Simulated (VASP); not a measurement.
Fe4Si:

```xyz
5
Lattice="3.3486 0.0000 0.0000 -1.6743 2.9000 0.0000 0.0000 0.0000 6.8813" Properties=species:S:1:pos:R:3 pbc="T T T"
Fe    0.0000    1.9333    3.4406
Fe    1.6743    0.9667    5.5408
Fe    1.6743    0.9667    1.3405
Fe    0.0000    1.9333    0.0000
Si    0.0000    0.0000    3.4406
```

- Program: VASP 6.6.1
- Task: relaxation of cell and atoms
- Functional: PBE
- Potentials or basis: VASP PAW PBE potentials, release 64 (Fe, Si)
- Cutoff: 600 eV
- k mesh: 6 × 6 × 4
- Occupations: gaussian, width 0.1 eV
- Spin: collinear spin, ferromagnetic start
- Starting moments: [4.0, 4.0, 4.0, 4.0, 0.0] μB

At the start: pressure 17.3 GPa; volume 13.36 Å³/atom.

Question: Where does the relaxation end?

Answer: Over 15 steps the energy falls by 838.4 meV/atom and the volume is 12.71 Å³/atom (-4.9 %); space group P-6m2 (No. 187, to 0.05 Å); moment 8.35 μB per cell.

The path:
| step | energy change (eV) | largest force (eV/Å) | pressure (GPa) | volume (Å³) |
| --- | --- | --- | --- | --- |
| 1 | 0.0000 | 1.8023 | 17.27 | 66.82 |
| 2 | -1.3968 | 0.8167 | -13.56 | 80.98 |
| 3 | -1.4297 | 0.8940 | -10.17 | 78.31 |
| 4 | -2.5516 | 1.2248 | -8.34 | 71.84 |
| 5 | 0.9579 | 1.5572 | 75.17 | 49.81 |
| 6 | -2.8722 | 2.0602 | -5.08 | 68.32 |
| 7 | -3.7605 | 2.6733 | 12.74 | 59.41 |
| 8 | -3.7965 | 2.6184 | 8.55 | 60.85 |
| 9 | -3.9657 | 0.1390 | 7.30 | 61.15 |
| 10 | -4.0469 | 1.1860 | 6.95 | 61.08 |
| 11 | -4.1848 | 0.3280 | -1.21 | 64.01 |
| 12 | -4.1848 | 0.3309 | -1.20 | 63.99 |
| 13 | -4.1912 | 0.1099 | 0.12 | 63.53 |
| 14 | -4.1913 | 0.0664 | 0.38 | 63.44 |
| 15 | -4.1920 | 0.0173 | 0.09 | 63.57 |

Final structure:
```
Fe Si
1.0
     3.91835    0.00000    0.00000
    -1.95917    3.39339    0.00000
     0.00000    0.00000    4.78100
Fe Si
4 1
Direct
  0.33333 0.66667 0.50000
  0.66667 0.33333 0.75596
  0.66667 0.33333 0.24404
  0.33333 0.66667 0.00000
  0.00000 0.00000 0.50000
```

Caveat: the k points lie up to 0.33 Å⁻¹ apart in the final cell.
